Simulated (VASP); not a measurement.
Here is a VASP 6.6.1 calculation.

Contents of POSCAR:

```
ZrS
1.0
    0.0000000000      2.5340905666      2.5340905666
    2.5340905666      0.0000000000      2.5340905666
    2.5340905666      2.5340905666      0.0000000000
Zr S
1 1
Direct
    0.0000000000      0.0000000000      0.0000000000
    0.5000000000      0.5000000000      0.5000000000
```

The input INCAR.step1:

```
  PREC = Accurate
  ENCUT = 520
  ISMEAR = 0
  SIGMA = 0.15
  LREAL = False
  LASPH = True
  NELM = 100
  NBANDS = 16
  GGA = PE
  ALGO = Normal
  EDIFF = 1E-4
  LWAVE = True
  LCHARG = False
```

File INCAR.step2:

```
  PREC = Accurate
  ENCUT = 520
  EDIFF = 1E-6
  ISMEAR = 0
  SIGMA = 0.15
  LREAL = False
  LASPH = True
  NELM = 100
  ALGO = Normal
  ISIF = 2
  LWAVE = False
  LCHARG = False
  METAGGA = R2SCAN
  LMIXTAU = True
  NBANDS = 16
  ISTART = 1
```

KPOINTS

```
Automatic mesh
0
Gamma
  20 20 20
```

Potentials or basis: VASP PAW PBE potentials, release 64 (Zr_sv, S).

The run is started by

```sh
$ cat potpaw_PBE.64/Zr_sv/POTCAR potpaw_PBE.64/S/POTCAR > POTCAR
$ cp INCAR.step1 INCAR
$ mpirun -np 1 vasp_std > vasp.out
$ cp INCAR.step2 INCAR
$ mpirun -np 1 vasp_std > vasp.out
```

Predict the band gap on the k mesh.

zero (bands 9 and 10 overlap by 3.46 eV).

Estimate the pressure.

15.6 GPa.

Caveat: the cell differs from its parent crystal (strain -0.030 along x and y, -0.030 along z); the cell stands under pressure; the PAW data sets were made with another functional, which shifts forces and pressure a little.
